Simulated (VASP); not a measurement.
# TaTlH4 (P4/mmm) in VASP: further runs, part 2 of 2

VASP 6.6.1.

### Step 3. Single point, PBE

This run uses another cell than the first one, of 17.53 Å³/atom, 1.518 times its volume.

INCAR reads:

```
SYSTEM = TaTlH4
PREC = Accurate
ENCUT = 520
EDIFF = 1E-6
ISMEAR = 0
SIGMA = 0.1
LREAL = .FALSE.
LASPH = .TRUE.
NELM = 80
ALGO = Normal
ISIF = 2
LWAVE = .FALSE.
LCHARG = .FALSE.
GGA = PE
NBANDS = 23
```

KPOINTS reads:

```
regular mesh
0
G
  4 4 4
  0 0 0
```

POSCAR reads:

```
TaTlH4
1.0
    4.2057738900      0.0000000000      0.0000000000
    0.0000000000      4.2057738900      0.0000000000
    0.0000000000      0.0000000000      5.9478624700
Ta Tl H
1 1 4
Direct
    0.5000000000      0.5000000000      0.5000000000
    0.0000000000      0.0000000000      0.0000000000
    0.5000000000      0.0000000000      0.2500000000
    0.0000000000      0.5000000000      0.7500000000
    0.5000000000      0.0000000000      0.7500000000
    0.0000000000      0.5000000000      0.2500000000
```

Potentials or basis: VASP PAW PBE potentials, release 64 (Ta_pv, Tl_d, H).

Run with:

```sh
cat potpaw_PBE.64/Ta_pv/POTCAR potpaw_PBE.64/Tl_d/POTCAR potpaw_PBE.64/H/POTCAR > POTCAR
mpirun -np 1 vasp_std > vasp.out
```

OUTCAR:

```text
SYSTEM = TaTlH4
   PREC = Accurate
   ENCUT = 520
   EDIFF = 1E-6
   ISMEAR = 0
   LREAL = .FALSE.
   LASPH = .TRUE.
   NELM = 80
   ISIF = 2
   GGA = PE

 ion  position               nearest neighbor table
   1  0.500  0.500  0.500-
   2  0.000  0.000  0.000-
   3  0.500  0.000  0.250-
   4  0.000  0.500  0.750-
   5  0.500  0.000  0.750-
   6  0.000  0.500  0.250-

  LATTYP: Found a simple tetragonal cell.
 ALAT       =     4.2057738900
 C/A-ratio  =     1.4142135611

  Lattice vectors:

 A1 = (   4.2057738900,   0.0000000000,   0.0000000000)
 A2 = (   0.0000000000,   4.2057738900,   0.0000000000)
 A3 = (   0.0000000000,   0.0000000000,   5.9478624700)

Analysis of symmetry for initial positions (statically):
=====================================================================
 Subroutine PRICEL returns:
 Original cell was already a primitive cell.

 Routine SETGRP: Setting up the symmetry group for a
 simple tetragonal supercell.

 Subroutine GETGRP returns: Found 16 space group operations
 (whereof 16 operations were pure point group operations)
 out of a pool of 16 trial point group operations.

The static configuration has the point symmetry D_4h.

Analysis of symmetry for dynamics (positions and initial velocities):
=====================================================================
 Subroutine PRICEL returns:
 Original cell was already a primitive cell.

 Routine SETGRP: Setting up the symmetry group for a
 simple tetragonal supercell.

 Subroutine GETGRP returns: Found 16 space group operations
 (whereof 16 operations were pure point group operations)
 out of a pool of 16 trial point group operations.

The dynamic configuration has the point symmetry D_4h.

 Subroutine INISYM returns: Found 16 space group operations
 (whereof 16 operations are pure point group operations),
 and found     1 'primitive' translations

----------------------------------------------------------------------------------------

                                     Primitive cell

  volume of cell :     105.2090

  direct lattice vectors                    reciprocal lattice vectors
     4.205773890  0.000000000  0.000000000     0.237768369  0.000000000  0.000000000
     0.000000000  4.205773890  0.000000000     0.000000000  0.237768369  0.000000000
     0.000000000  0.000000000  5.947862470     0.000000000  0.000000000  0.168127627

  length of vectors
     4.205773890  4.205773890  5.947862470     0.237768369  0.237768369  0.168127627

  position of ions in fractional coordinates (direct lattice)
     0.500000000  0.500000000  0.500000000
     0.000000000  0.000000000  0.000000000
     0.500000000  0.000000000  0.250000000
     0.000000000  0.500000000  0.750000000
     0.500000000  0.000000000  0.750000000
     0.000000000  0.500000000  0.250000000

  ion indices of the primitive-cell ions
   primitive index   ion index
                 1           1
                 2           2
                 3           3
[... 23 lines left out ...]
     0.000000000  0.000000000  0.000000000

 Subroutine IBZKPT returns following result:
 ===========================================

 Found     18 irreducible k-points:

 Following reciprocal coordinates:
            Coordinates               Weight
  0.000000  0.000000  0.000000      1.000000
  0.250000  0.000000  0.000000      4.000000
  0.500000  0.000000  0.000000      2.000000
  0.250000  0.250000  0.000000      4.000000
  0.500000  0.250000  0.000000      4.000000
  0.500000  0.500000  0.000000      1.000000
[... 10 lines left out ...]
  0.500000  0.250000  0.500000      4.000000
  0.500000  0.500000  0.500000      1.000000
   k-points           NKPTS =     18   k-points in BZ     NKDIM =     18   number of bands    NBANDS=     23
   number of dos      NEDOS =    301   number of ions     NIONS =      6
   total plane-waves  NPLWV =  49152
   dimension x,y,z NGX =    32 NGY =   32 NGZ =   48
   dimension x,y,z NGXF=    64 NGYF=   64 NGZF=   96
   ions per type =               1   1   4
   NGX,Y,Z   is equivalent  to a cutoff of  12.65, 12.65, 13.42 a.u.
   NGXF,Y,Z  is equivalent  to a cutoff of  25.30, 25.30, 26.83 a.u.
 SYSTEM =  TaTlH4
   PREC   = accura    normal or accurate (medium, high low for compatibility)
   ISTART =      0    job   : 0-new  1-cont  2-samecut
   ICHARG =      2    charge: 1-file 2-atom 10-const
   ISPIN  =      1    spin polarized calculation?
   LNONCOLLINEAR =      F non collinear calculations
   LSORBIT =      F    spin-orbit coupling
   LASPH  =      T    aspherical Exc in radial PAW
   ENCUT  =  520.0 eV  38.22 Ry    6.18 a.u.   7.82  7.82 11.06*2*pi/ulx,y,z
   NELM   =     80;   NELMIN=  2; NELMDL= -5     # of ELM steps
   EDIFF  = 0.1E-05   stopping-criterion for ELM
   LREAL  =      F    real-space projection
   EDIFFG = 0.1E-04   stopping-criterion for IOM
   NSW    =      0    number of steps for IOM
   IBRION =     -1    ionic relax: 0-MD 1-quasi-New 2-CG
   NFREE  =      0    steps in history (QN), initial steepest desc. (CG)
   ISIF   =      2    stress and relaxation
   ISYM   =      2    0-nonsym 1-usesym 2-fastsym
   POTIM  = 0.5000    time-step for ionic-motion
   TEBEG  =    0.0;   TEEND  =   0.0 temperature during run
   PSTRESS=    0.0 pullay stress
   NELECT =      28.0000    total number of electrons
   NUPDOWN=      -1.0000    fix difference up-down
   EMIN   =  10.00;   EMAX   =-10.00  energy-range for DOS
   EFERMI =   0.00;   METHOD = LEGACY
   ISMEAR =     0;   SIGMA  =   0.10  broadening in eV -4-tet -1-fermi 0-gaus
   EFERMI_NEDOS =   21; number of points for ismear=-14 and -15
   IALGO  =     38    algorithm
   IMIX   =      4    mixing-type and parameters
     AMIX     =   0.40;   BMIX     =  1.00
     AMIX_MAG =   1.60;   BMIX_MAG =  1.00
  volume/ion in A,a.u.               =      17.53       118.33
  Fermi-wavevector in a.u.,A,eV,Ry     =   1.053036  1.989950 15.087296  1.108885
  Thomas-Fermi vector in A             =   2.188142
   LORBIT       =      0    0 simple, 1 ext, 2 COOP (PROOUT), +10 PAW based schemes
   GGA     = PE    functional components
   LHFCALC =     F    Hartree Fock is set to
   AEXX    =    0.0000 exact exchange contribution
   IVDW    =     0    specifies the selected vdW correction
   LEPSILON=     F    determine dielectric tensor
   LRPA    =     F    only Hartree local field effects (RPA)
 non-spin polarized calculation
 Gauss-broadening in eV      SIGMA  =   0.10
  energy-cutoff  :      520.00
  volume of cell :      105.21
 maximum number of plane-waves:      2856
 NGX is ok and might be reduce to    32
   NGX = 15   NGY = 15   NGZ = 23

 number of electron      27.9999998 magnetization

 Free energy of the ion-electron system (eV)
  ---------------------------------------------------
  ext. energy  EPLUGINS =         0.00000000
  ---------------------------------------------------
  free energy    TOTEN  =       -20.72461441 eV

  energy without entropy =      -20.69811123  energy(sigma->0) =      -20.71136282

 E-fermi :   1.0388     XC(G=0):  -8.4907

 val. band max:        1.0215369049   @ k =   0.2500   0.2500   0.5000
 cond. band min:       1.0769390363   @ k =   0.5000   0.0000   0.5000
 fundamental gap:      0.0554021314
 Fermi energy:         1.0388337764

 k-point     1 :       0.0000    0.0000    0.0000
  band No.  band energies     occupation
      1     -35.1363      2.00000
      2     -35.1363      2.00000
      3     -35.0234      2.00000
      4      -9.4900      2.00000
      5      -9.3475      2.00000
      6      -9.3231      2.00000
[... 457 lines left out ...]
     22       7.9128      0.00000
     23       7.9128      0.00000

------------------------ aborting loop because EDIFF is reached ----------------------------------------

  FORCE on cell =-STRESS in cart. coord.  units (eV):
  Direction    XX          YY          ZZ          XY          YZ          ZX
  --------------------------------------------------------------------------------------
  -------------------------------------------------------------------------------------
  Total      -10.9404501    -10.9404501     -7.4810268      0.0000000      0.0000000     -0.0000000
  in kB     -166.6069107   -166.6069107   -113.9249995      0.0000000      0.0000000     -0.0000000
  external PRESSURE =    -149.0462736 kB  Pullay stress =       0.0000000 kB

 VOLUME and BASIS-vectors are now :
 -----------------------------------------------------------------------------
  energy-cutoff  :      520.00
  volume of cell :      105.21
      direct lattice vectors                 reciprocal lattice vectors
     4.205773890  0.000000000  0.000000000     0.237768369  0.000000000  0.000000000
     0.000000000  4.205773890  0.000000000     0.000000000  0.237768369  0.000000000
     0.000000000  0.000000000  5.947862470     0.000000000  0.000000000  0.168127627

 POSITION                                       TOTAL-FORCE (eV/Angst)
 -----------------------------------------------------------------------------------
      2.10289      2.10289      2.97393         0.000000      0.000000      0.000000
      0.00000      0.00000      0.00000         0.000000      0.000000      0.000000
      2.10289      0.00000      1.48697        -0.000000     -0.000000      1.306469
      0.00000      2.10289      4.46090         0.000000     -0.000000     -1.306469
      2.10289      0.00000      4.46090         0.000000      0.000000     -1.306469
      0.00000      2.10289      1.48697        -0.000000      0.000000      1.306469
 -----------------------------------------------------------------------------------
    total drift:                                0.000000      0.000000     -0.000000

  FREE ENERGIE OF THE ION-ELECTRON SYSTEM (eV)
  ---------------------------------------------------
  free  energy   TOTEN  =       -20.7246144085 eV

  energy  without entropy=      -20.6981112316  energy(sigma->0) =      -20.71136282
```

OSZICAR:

```text
N       E                     dE             d eps       ncg     rms          rms(c)
DAV:   1     0.138688905989E+03    0.13869E+03   -0.13896E+04   844   0.106E+03
DAV:   2    -0.199544337526E+02   -0.15864E+03   -0.15407E+03  1003   0.258E+02
DAV:   3    -0.245175033096E+02   -0.45631E+01   -0.44685E+01  1062   0.394E+01
DAV:   4    -0.245672351206E+02   -0.49732E-01   -0.49534E-01   892   0.410E+00
DAV:   5    -0.245678854389E+02   -0.65032E-03   -0.65030E-03   977   0.494E-01    0.936E+00
DAV:   6    -0.208103198529E+02    0.37576E+01   -0.70252E+00   877   0.120E+01    0.197E+00
DAV:   7    -0.207411997396E+02    0.69120E-01   -0.75381E-01   842   0.401E+00    0.151E+00
DAV:   8    -0.207247818674E+02    0.16418E-01   -0.11313E-01   891   0.157E+00    0.600E-01
DAV:   9    -0.207249070345E+02   -0.12517E-03   -0.28618E-02   940   0.919E-01    0.213E-01
DAV:  10    -0.207243591216E+02    0.54791E-03   -0.27325E-03   885   0.285E-01    0.730E-02
DAV:  11    -0.207245875532E+02   -0.22843E-03   -0.50291E-04   884   0.101E-01    0.207E-02
DAV:  12    -0.207246107066E+02   -0.23153E-04   -0.23404E-05   927   0.218E-02    0.846E-03
DAV:  13    -0.207246124019E+02   -0.16952E-05   -0.43908E-06   761   0.101E-02    0.370E-03
DAV:  14    -0.207246142995E+02   -0.18977E-05   -0.42655E-06   740   0.800E-03    0.140E-03
DAV:  15    -0.207246144085E+02   -0.10899E-06   -0.17221E-07   547   0.196E-03
   1 F= -.20724614E+02 E0= -.20711363E+02  d E =-.265032E-01
```

stdout:

```text
POSCAR found type information on POSCAR TaTlH
 POSCAR found :  3 types and       6 ions
 scaLAPACK will be used
 LDA part: xc-table for (Slater+PW92), standard interpolation
 POSCAR, INCAR and KPOINTS ok, starting setup
 FFT: planning ... GRIDC
 FFT: planning ... GRID_SOFT
 FFT: planning ... GRID
 WAVECAR not read
 entering main loop
```

It took 58 s on 1 thread of AMD EPYC 7R43 (Zen 3), shared host; peak memory 0.19 GiB.

What came out:

| Property | Result |
| --- | --- |
| Free energy | -20.7246 eV |
| Pressure | -14.9 GPa |
| Largest force | 1.306 eV/Å |
| Band gap on the k mesh | zero (band 14 reaches 1.27 eV, above the bottom of band 15 at 0.60 eV) |

Forces on the atoms (eV/Å):
```
Ta   0.000  0.000  0.000
Tl   0.000  0.000  0.000
H    0.000  0.000  1.306
H    0.000  0.000 -1.306
H    0.000  0.000 -1.306
H    0.000  0.000  1.306
```

Levels at points of the mesh, in eV from the Fermi level:
```tsv
k point	band 12	band 13	band 14	band 15	band 16	band 17
(0.00, 0.00, 0.00)	-2.50	-0.15	0.13	0.34	0.34	0.72
(0.50, 0.00, 0.00)	-1.53	-0.64	-0.47	0.20	0.41	1.05
(0.50, 0.50, 0.00)	-2.47	-2.47	-0.60	-0.23	1.01	1.23
(0.00, 0.00, 0.50)	-0.47	-0.15	0.18	0.18	0.68	0.72
(0.50, 0.00, 0.50)	-3.31	-0.93	0.04	0.26	0.39	1.06
(0.50, 0.50, 0.50)	-2.33	-2.33	-0.92	-0.25	1.01	1.23
```

Caveat: the k points lie up to 0.37 Å⁻¹ apart; spin-orbit coupling is left out, which moves the levels of the heavy elements; forces of over 1 eV/Å act on the atoms, so gaps and moduli don't describe the material at rest.

### Step 4. Relaxation of cell and atoms, PBE

This run uses another cell than the first one, of 17.53 Å³/atom, 1.518 times its volume.

INCAR reads:

```
SYSTEM = TaTlH4
ALGO = Normal
EDIFF = 1E-7
EDIFFG = -0.04
ENCUT = 600
GGA = PE
IBRION = 2
ISIF = 3
ISMEAR = 0
LASPH = .True.
LCHARG = .False.
LREAL = .False.
LWAVE = .False.
NELM = 80
NSW = 90
PREC = Accurate
SIGMA = 0.1
```

KPOINTS reads:

```
k-points
0
Gamma
  4 4 4
  0 0 0
```

POSCAR is that of step 3.

Run with:

```sh
cat potpaw_PBE.64/Ta_pv/POTCAR potpaw_PBE.64/Tl_d/POTCAR potpaw_PBE.64/H/POTCAR > POTCAR
mpirun -np 1 vasp_std > vasp.out
```

It took 15 min on 1 thread of AMD EPYC 7R43 (Zen 3), shared host; peak memory 0.24 GiB.

The run converged. Its results:

```
Free energy                            : -27.0177 eV
Relaxed volume                         : 11.78 Å³/atom
Relaxed cell                           : a = 3.101 Å, b = 3.101 Å, c = 7.346 Å, α = 90.00°, β = 90.00°, γ = 90.00°
Space group after relaxing (to 0.05 Å) : P4/mmm (No. 123)
Energy gained by relaxing              : 1048.7 meV/atom
Ionic steps                            : 21
Pressure after relaxing                : 0.0 GPa
Largest force after relaxing           : 0.032 eV/Å
Band gap on the k mesh                 : zero (band 14 reaches 5.14 eV, above the bottom of band 15 at 3.10 eV)
```

Forces on the atoms (eV/Å):
```
Ta   0.000  0.000  0.000
Tl   0.000  0.000  0.000
H    0.000  0.000 -0.032
H    0.000  0.000  0.032
H    0.000  0.000  0.032
H    0.000  0.000 -0.032
```

Stress tensor (GPa, compression positive):
```
 0.19  0.00  0.00
 0.00  0.19  0.00
 0.00  0.00 -0.35
```

The path:
```tsv
step	energy change (eV)	largest force (eV/Å)	pressure (GPa)	volume (Å³)
1	0.0000	1.3070	-14.84	105.21
2	-2.5085	1.3603	-13.78	82.34
3	5.4610	0.6445	195.48	33.75
4	-3.3437	1.4167	-9.81	71.74
5	-3.6977	1.1772	19.68	52.83
6	-3.9534	1.3292	1.69	60.62
7	-3.9659	1.3081	4.42	59.06
8	-4.5904	1.0399	6.00	58.78
9	-5.4050	0.8143	19.07	57.28
10	-5.4748	0.2533	14.69	57.72
11	-5.9187	0.3207	6.62	62.54
12	-6.1291	0.3056	0.23	68.55
13	-6.1480	0.2791	-1.46	70.89
14	-6.1480	0.2621	-2.27	72.16
15	-6.2223	0.2394	-1.35	71.66
16	-6.2795	0.1983	0.60	70.76
17	-6.2814	0.1872	1.20	70.49
18	-6.2887	0.0319	-0.41	71.54
19	-6.2888	0.0501	-0.22	71.41
20	-6.2899	0.0454	-0.17	71.22
21	-6.2923	0.0319	0.01	70.65
```

Final structure:
```
Ta Tl H
1.0
     3.10121    0.00000    0.00000
     0.00000    3.10121    0.00000
     0.00000    0.00000    7.34648
Ta Tl H
1 1 4
Direct
  0.50000 0.50000 0.50000
  0.00000 0.00000 0.00000
  0.50000 0.00000 0.34340
  0.00000 0.50000 0.65660
  0.50000 0.00000 0.65660
  0.00000 0.50000 0.34340
```

Levels at points of the mesh, in eV from the Fermi level:
| k point | band 10 | band 11 | band 12 | band 13 | band 14 | band 15 | band 16 | band 17 | band 18 |
| --- | --- | --- | --- | --- | --- | --- | --- | --- | --- |
| (0.00, 0.00, 0.00) | -7.03 | -5.40 | -4.55 | -0.59 | 1.78 | 1.94 | 1.94 | 2.49 | 3.94 |
| (0.50, 0.00, 0.00) | -5.39 | -5.14 | -2.85 | -2.02 | -1.68 | 0.77 | 1.72 | 2.37 | 3.36 |
| (0.50, 0.50, 0.00) | -4.51 | -2.60 | -2.60 | -2.36 | -1.06 | 0.86 | 1.68 | 1.68 | 4.45 |
| (0.00, 0.00, 0.50) | -8.33 | -4.55 | -3.83 | -1.70 | 1.80 | 1.92 | 1.92 | 2.53 | 3.94 |
| (0.50, 0.00, 0.50) | -5.79 | -4.00 | -3.72 | -2.96 | -0.06 | -0.02 | 1.72 | 2.37 | 3.70 |
| (0.50, 0.50, 0.50) | -4.61 | -2.39 | -2.39 | -2.24 | -1.32 | 0.87 | 1.44 | 1.44 | 5.12 |

Caveat: the k points lie up to 0.51 Å⁻¹ apart in the final cell; the volume moved by over 15 % at a fixed basis, so the end points are rough; spin-orbit coupling is left out, which moves the levels of the heavy elements.

### Step 5. Summary

```tsv
task	cell	cutoff (eV)	gap on the mesh (eV)	pressure (GPa)	largest force (eV/Å)
single point	a = 3.107, b = 3.107, c = 7.176 Å, 6 atoms	520	none	0.0	0.01
single point	a = 4.206, b = 4.206, c = 5.948 Å, 6 atoms	520	none	-14.9	1.31
relaxation of cell and atoms	relaxed from a = 4.206, b = 4.206, c = 5.948 Å, 6 atoms	600	none	0.0	0.03
```

Alike in all rows: level PBE; potentials or basis VASP PAW PBE potentials, release 64 (Ta_pv, Tl_d, H); no spin polarisation; k mesh 4 × 4 × 4; smearing gaussian 0.1 eV.

Caveats: all runs use coarse meshes; spin-orbit coupling is left out, which moves the levels of the heavy elements; forces of over 1 eV/Å act on the atoms, so gaps and moduli don't describe the material at rest (some runs); the volume moved by over 15 % at a fixed basis, so the end points are rough (some runs).

Total energies depend on the potentials used, so only differences within one code and one set of settings carry meaning.
